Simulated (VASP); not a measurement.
A run of VASP 6.6.1 is set up as follows.

Contents of INCAR:

```
ALGO = Normal
EDIFF = 1E-6
EDIFFG = -0.002
ENCUT = 600
GGA = PE
IBRION = 2
ISIF = 3
ISMEAR = 0
IVDW = 12
LASPH = T
LCHARG = F
LREAL = F
LWAVE = F
NELM = 100
NSW = 100
PREC = Accurate
SIGMA = 0.1
```

The input KPOINTS:

```
k-points
0
Gamma
  10 10 10
```

POSCAR

```
TiAl3
1.0
    3.9556712500      0.0000000000      0.0000000000
    0.0000000000      3.9556712500      0.0000000000
    0.0000000000      0.0000000000      3.9556712500
Ti Al
1 3
Direct
    0.0000000000      0.0000000000      0.0000000000
    0.5000000000      0.5000000000      0.0000000000
    0.5000000000      0.0000000000      0.5000000000
    0.0000000000      0.5000000000      0.5000000000
```

Potentials or basis: VASP PAW PBE potentials, release 64 (Ti_sv, Al).

Launch:

```sh
$ cat potpaw_PBE.64/Ti_sv/POTCAR potpaw_PBE.64/Al/POTCAR > POTCAR
$ mpirun -np 1 vasp_std > vasp.out
```

(1) What does it give for the space group after relaxing (to 0.05 Å)?

(2) What does it give for the relaxed volume?

## Answers

(1) Pm-3m (No. 221).

(2) 15.11 Å³/atom.

Caveat: pairwise dispersion overbinds metals, which lowers pressure and volume.
